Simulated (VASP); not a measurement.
# SiO2 (I-42d) in VASP: further runs, part 2 of 2

VASP 6.6.1.

## (3) Single point, PBEsol

This run uses another cell than the first one, of 14.63 Å³/atom, 1.030 times its volume.

Input file INCAR:

```
PREC     = Accurate       # precision mode
ENCUT    = 520            # plane-wave cutoff, eV
EDIFF    = 1E-6           # SCF threshold, eV
ISMEAR   = 0              # smearing method
SIGMA    = 0.01           # smearing width, eV
LREAL    = False          # projectors in reciprocal space
LASPH    = True           # aspherical terms in the spheres
NELM     = 80             # most SCF steps
ALGO     = Normal         # electronic algorithm
ISIF     = 2              # what is computed and relaxed
LWAVE    = False          # write WAVECAR
LCHARG   = False          # write CHGCAR
GGA      = PS             # functional
NBANDS   = 25             # bands
```

Input file KPOINTS:

```
Automatic mesh
0
Gamma
  6 6 6
```

Input file POSCAR:

```
SiO2
1.0
   -2.4052910826      2.4052910826      3.7932688079
    2.4052910826     -2.4052910826      3.7932688079
    2.4052910826      2.4052910826     -3.7932688079
Si O
2 4
Direct
    0.0000000000      0.0000000000      0.0000000000
    0.7500000000      0.2500000000      0.5000000000
    0.9983800000      0.6250000000      0.8733800000
    0.3750000000      0.2483800000      0.3733800000
    0.7516200000      0.1250000000      0.1266200000
    0.8750000000      0.0016200000      0.6266200000
```

Potentials or basis: VASP PAW PBE potentials, release 64 (Si, O).

Launch:

```sh
cat potpaw_PBE.64/Si/POTCAR potpaw_PBE.64/O/POTCAR > POTCAR
mpirun -np 1 vasp_std > vasp.out
```

OUTCAR:

```text
PREC = Accurate
   ENCUT = 520
   EDIFF = 1E-6
   ISMEAR = 0
   LREAL = False
   LASPH = True
   NELM = 80
   ISIF = 2
   GGA = PS

 ion  position               nearest neighbor table
   1  0.000  0.000  0.000-   4 1.64   3 1.64   5 1.64   6 1.64   2 3.06   2 3.06   2 3.06   2 3.06

   2  0.750  0.250  0.500-   3 1.64   4 1.64   5 1.64   6 1.64   1 3.06   1 3.06   1 3.06   1 3.06

   3  0.998  0.625  0.873-   2 1.64   1 1.64
   4  0.375  0.248  0.373-   1 1.64   2 1.64
   5  0.752  0.125  0.127-   1 1.64   2 1.64
   6  0.875  0.002  0.627-   1 1.64   2 1.64

  LATTYP: Found a body centered tetragonal cell.
 ALAT       =     4.8105821652
 C/A-ratio  =     1.5770518734

  Lattice vectors:

 A1 = (  -2.4052910826,   2.4052910826,   3.7932688079)
 A2 = (   2.4052910826,  -2.4052910826,   3.7932688079)
 A3 = (   2.4052910826,   2.4052910826,  -3.7932688079)

Analysis of symmetry for initial positions (statically):
=====================================================================
 Subroutine PRICEL returns:
 Original cell was already a primitive cell.

 Routine SETGRP: Setting up the symmetry group for a
 body centered tetragonal supercell.

 Subroutine GETGRP returns: Found  8 space group operations
 (whereof  4 operations were pure point group operations)
 out of a pool of 16 trial point group operations.

The static configuration has the point symmetry S_4 .
 The point group associated with its full space group is D_2d.

Analysis of symmetry for dynamics (positions and initial velocities):
=====================================================================
 Subroutine PRICEL returns:
 Original cell was already a primitive cell.

 Routine SETGRP: Setting up the symmetry group for a
 body centered tetragonal supercell.

 Subroutine GETGRP returns: Found  8 space group operations
 (whereof  4 operations were pure point group operations)
 out of a pool of 16 trial point group operations.

The dynamic configuration has the point symmetry S_4 .
 The point group associated with its full space group is D_2d.

 Subroutine INISYM returns: Found  8 space group operations
 (whereof  4 operations are pure point group operations),
 and found     1 'primitive' translations

----------------------------------------------------------------------------------------

                                     Primitive cell

  volume of cell :      87.7827

  direct lattice vectors                    reciprocal lattice vectors
    -2.405291083  2.405291083  3.793268808     0.000000000  0.207875048  0.131812435
     2.405291083 -2.405291083  3.793268808     0.207875048  0.000000000  0.131812435
     2.405291083  2.405291083 -3.793268808     0.207875048  0.207875048  0.000000000

  length of vectors
     5.095070032  5.095070032  5.095070032     0.246143360  0.246143360  0.293979713

  position of ions in fractional coordinates (direct lattice)
     0.000000000  0.000000000  0.000000000
     0.750000000  0.250000000  0.500000000
     0.998380000  0.625000000  0.873380000
     0.375000000  0.248380000  0.373380000
     0.751620000  0.125000000  0.126620000
     0.875000000  0.001620000  0.626620000

  ion indices of the primitive-cell ions
   primitive index   ion index
[... 25 lines left out ...]
  Shift w.r.t. Gamma in fractional coordinates (k-lattice)
     0.000000000  0.000000000  0.000000000

 Subroutine IBZKPT returns following result:
 ===========================================

 Found     30 irreducible k-points:

 Following reciprocal coordinates:
            Coordinates               Weight
  0.000000  0.000000  0.000000      1.000000
  0.166667  0.000000 -0.000000      8.000000
  0.333333  0.000000 -0.000000      8.000000
  0.500000 -0.000000  0.000000      4.000000
  0.166667  0.166667 -0.000000      8.000000
  0.333333  0.166667  0.000000     16.000000
[... 16 lines left out ...]
 -0.333333 -0.333333  0.166667      8.000000
 -0.166667 -0.333333  0.166667      8.000000
 [... further k-points ...]
   k-points           NKPTS =     30   k-points in BZ     NKDIM =     30   number of bands    NBANDS=     25
   number of dos      NEDOS =    301   number of ions     NIONS =      6
   total plane-waves  NPLWV =  64000
   dimension x,y,z NGX =    40 NGY =   40 NGZ =   40
   dimension x,y,z NGXF=    80 NGYF=   80 NGZF=   80
   ions per type =               2   4
   NGX,Y,Z   is equivalent  to a cutoff of  13.05, 13.05, 13.05 a.u.
   NGXF,Y,Z  is equivalent  to a cutoff of  26.10, 26.10, 26.10 a.u.
 SYSTEM =  unknown system
   PREC   = accura    normal or accurate (medium, high low for compatibility)
   ISTART =      0    job   : 0-new  1-cont  2-samecut
   ICHARG =      2    charge: 1-file 2-atom 10-const
   ISPIN  =      1    spin polarized calculation?
   LNONCOLLINEAR =      F non collinear calculations
   LSORBIT =      F    spin-orbit coupling
   LASPH  =      T    aspherical Exc in radial PAW
   ENCUT  =  520.0 eV  38.22 Ry    6.18 a.u.   9.47  9.47  9.47*2*pi/ulx,y,z
   NELM   =     80;   NELMIN=  2; NELMDL= -5     # of ELM steps
   EDIFF  = 0.1E-05   stopping-criterion for ELM
   LREAL  =      F    real-space projection
[... 7 lines left out ...]
   TEBEG  =    0.0;   TEEND  =   0.0 temperature during run
   PSTRESS=    0.0 pullay stress
   NELECT =      32.0000    total number of electrons
   NUPDOWN=      -1.0000    fix difference up-down
   EMIN   =  10.00;   EMAX   =-10.00  energy-range for DOS
   EFERMI =   0.00;   METHOD = LEGACY
   ISMEAR =     0;   SIGMA  =   0.01  broadening in eV -4-tet -1-fermi 0-gaus
   EFERMI_NEDOS =   21; number of points for ismear=-14 and -15
   IALGO  =     38    algorithm
   IMIX   =      4    mixing-type and parameters
     AMIX     =   0.40;   BMIX     =  1.00
     AMIX_MAG =   1.60;   BMIX_MAG =  1.00
  volume/ion in A,a.u.               =      14.63        98.73
  Fermi-wavevector in a.u.,A,eV,Ry     =   1.169468  2.209975 18.608097  1.367657
  Thomas-Fermi vector in A             =   2.305941
   LORBIT       =      0    0 simple, 1 ext, 2 COOP (PROOUT), +10 PAW based schemes
   GGA     = PS    functional components
   LHFCALC =     F    Hartree Fock is set to
   AEXX    =    0.0000 exact exchange contribution
   IVDW    =     0    specifies the selected vdW correction
   LEPSILON=     F    determine dielectric tensor
   LRPA    =     F    only Hartree local field effects (RPA)
 non-spin polarized calculation
 Gauss-broadening in eV      SIGMA  =   0.01
  energy-cutoff  :      520.00
  volume of cell :       87.78
 maximum number of plane-waves:      2382
 NGX is ok and might be reduce to    40
   NGX = 19   NGY = 19   NGZ = 19

 number of electron      32.0000012 magnetization

 Free energy of the ion-electron system (eV)
  ---------------------------------------------------
  ext. energy  EPLUGINS =         0.00000000
  ---------------------------------------------------
  free energy    TOTEN  =       -49.26841415 eV

  energy without entropy =      -49.26841415  energy(sigma->0) =      -49.26841415

 E-fermi :  -0.3194     XC(G=0):  -8.5459

 val. band max:       -0.4493181474   @ k =   0.0000   0.0000   0.0000
 cond. band min:       5.2541587377   @ k =   0.0000   0.0000   0.0000
 fundamental gap:      5.7034768852
 Fermi energy:        -0.3193706051

 k-point     1 :       0.0000    0.0000    0.0000
  band No.  band energies     occupation
      1     -19.2934      2.00000
      2     -17.2589      2.00000
      3     -17.2397      2.00000
      4     -17.2397      2.00000
      5      -9.1794      2.00000
      6      -5.6356      2.00000
[... 661 lines left out ...]
     24      12.5195      0.00000
     25      13.1630      0.00000

 [... further k-points ...]

------------------------ aborting loop because EDIFF is reached ----------------------------------------

  FORCE on cell =-STRESS in cart. coord.  units (eV):
  Direction    XX          YY          ZZ          XY          YZ          ZX
  --------------------------------------------------------------------------------------
  -------------------------------------------------------------------------------------
  Total       -2.1430682     -2.1430682     -3.3094635      0.0000000      0.0000000      0.0000000
  in kB      -39.1144901    -39.1144901    -60.4031084      0.0000000      0.0000000      0.0000000
  external PRESSURE =     -46.2106962 kB  Pullay stress =       0.0000000 kB

 VOLUME and BASIS-vectors are now :
 -----------------------------------------------------------------------------
  energy-cutoff  :      520.00
  volume of cell :       87.78
      direct lattice vectors                 reciprocal lattice vectors
    -2.405291083  2.405291083  3.793268808     0.000000000  0.207875048  0.131812435
     2.405291083 -2.405291083  3.793268808     0.207875048  0.000000000  0.131812435
     2.405291083  2.405291083 -3.793268808     0.207875048  0.207875048  0.000000000

 POSITION                                       TOTAL-FORCE (eV/Angst)
 -----------------------------------------------------------------------------------
      0.00000      0.00000      0.00000         0.000000     -0.000000     -0.000000
      0.00000      2.40529      1.89663         0.000000     -0.000000      0.000000
      1.20265      2.99882      2.84495         0.000000     -0.452824     -0.000000
      0.59353      1.20265      0.94832        -0.452824     -0.000000     -0.000000
     -1.20265      1.81176      2.84495         0.000000      0.452824      0.000000
     -0.59353      3.60794      0.94832         0.452824     -0.000000      0.000000
 -----------------------------------------------------------------------------------
    total drift:                                0.000001      0.000001      0.000001

  FREE ENERGIE OF THE ION-ELECTRON SYSTEM (eV)
  ---------------------------------------------------
  free  energy   TOTEN  =       -49.2684141494 eV

  energy  without entropy=      -49.2684141494  energy(sigma->0) =      -49.26841415
```

It took 43 s on 1 thread of Intel Xeon 6975P-C (Granite Rapids), shared host; peak memory 0.24 GiB.

Results:

| Quantity | Value |
| --- | --- |
| Free energy | -49.2684 eV |
| Pressure | -4.6 GPa |
| Largest force | 0.453 eV/Å |
| Band gap on the k mesh | 5.70 eV, direct |

Forces on the atoms (eV/Å):
```
Si   0.000  0.000  0.000
Si   0.000  0.000  0.000
O    0.000 -0.453  0.000
O   -0.453  0.000  0.000
O    0.000  0.453  0.000
O    0.453  0.000  0.000
```

Stress tensor (GPa, compression positive):
```
-3.91  0.00  0.00
 0.00 -3.91  0.00
 0.00  0.00 -6.04
```

Levels at points of the mesh, in eV from the valence-band top:
```csv
k point,band 13,band 14,band 15,band 16,band 17,band 18,band 19,band 20
"(0.00, 0.00, 0.00)",-1.28,-1.05,0.00,0.00,5.70,8.42,10.86,10.86
"(0.50, 0.00, 0.00)",-1.22,-0.67,-0.28,-0.17,7.90,8.99,9.80,9.80
"(0.50, 0.50, 0.00)",-0.71,-0.71,-0.23,-0.23,9.06,9.06,9.73,9.73
"(0.50, 0.50, 0.50)",-1.46,-1.46,-0.10,-0.10,8.72,8.72,9.35,9.35
```

Caveat: the PAW data sets were made with another functional, which shifts forces and pressure a little. A k mesh can miss the band edges.

## (4) Single point, PBEsol

This run uses another cell than the first one, of 15.05 Å³/atom, 1.059 times its volume.

Input file INCAR:

```
  ALGO = Normal
  EDIFF = 1E-7
  ENCUT = 520
  GGA = PS
  ISIF = 2
  ISMEAR = 0
  LASPH = True
  LCHARG = False
  LREAL = False
  LWAVE = False
  NBANDS = 25
  NELM = 100
  PREC = Accurate
  SIGMA = 0.01
```

Input file KPOINTS:

```
k-points
0
Gamma
  6 6 6
```

POSCAR: that of step 3 with these lines changed.

```diff
@@ -2,5 +2,5 @@
 1.0
-   -2.4052910826      2.4052910826      3.7932688079
-    2.4052910826     -2.4052910826      3.7932688079
-    2.4052910826      2.4052910826     -3.7932688079
+   -2.4281999955      2.4281999955      3.8293973519
+    2.4281999955     -2.4281999955      3.8293973519
+    2.4281999955      2.4281999955     -3.8293973519
 Si O
```

Launch:

```sh
cat potpaw_PBE.64/Si/POTCAR potpaw_PBE.64/O/POTCAR > POTCAR
mpirun -np 1 vasp_std > vasp.out
```

Wall time 47 s (1 thread of Intel Xeon 6975P-C (Granite Rapids), shared host); peak memory 0.24 GiB.

It converged, with:

| Quantity | Value |
| --- | --- |
| Free energy | -49.1665 eV |
| Pressure | -8.6 GPa |
| Largest force | 0.764 eV/Å |
| Band gap on the k mesh | 5.50 eV, direct |

Forces in eV/Å, atoms in the order of the input:
```
Si   0.000  0.000  0.000
Si   0.000  0.000  0.000
O    0.000 -0.764  0.000
O   -0.764  0.000  0.000
O    0.000  0.764  0.000
O    0.764  0.000  0.000
```

Stress tensor (GPa, compression positive):
```
 -7.80   0.00   0.00
  0.00  -7.80   0.00
  0.00   0.00 -10.06
```

Levels at points of the mesh, in eV from the valence-band top:
```tsv
k point	band 12	band 13	band 14	band 15	band 16	band 17	band 18	band 19	band 20	band 21
(0.00, 0.00, 0.00)	-1.28	-1.24	-1.07	0.00	0.00	5.50	8.31	10.61	10.61	10.61
(0.50, 0.00, 0.00)	-1.37	-1.18	-0.67	-0.27	-0.16	7.59	8.85	9.56	9.67	10.52
(0.50, 0.50, 0.00)	-1.77	-0.68	-0.68	-0.23	-0.23	8.76	8.76	9.54	9.54	10.77
(0.50, 0.50, 0.50)	-1.82	-1.43	-1.43	-0.10	-0.10	8.52	8.52	9.18	9.18	11.28
```

Caveat: the PAW data sets were made with another functional, which shifts forces and pressure a little. A k mesh can miss the band edges.

## (5) Overview

```csv
cell,gap on the mesh (eV),pressure (GPa),largest force (eV/Å)
"a = 5.046 Å, angles 123.7, 123.7, 83.8°, 6 atoms",5.91,0.0,0.10
"a = 5.095 Å, angles 123.7, 123.7, 83.8°, 6 atoms",5.70,-4.6,0.45
"a = 5.144 Å, angles 123.7, 123.7, 83.8°, 6 atoms",5.50,-8.6,0.76
```

Alike in all rows: task single point; level PBEsol; potentials or basis VASP PAW PBE potentials, release 64 (Si, O); no spin polarisation; k mesh 6 × 6 × 6; cutoff (eV) 520; smearing gaussian 0.01 eV.

Caveats: the PAW data sets were made with another functional, which shifts forces and pressure a little.

Total energies depend on the potentials used, so only differences within one code and one set of settings carry meaning.
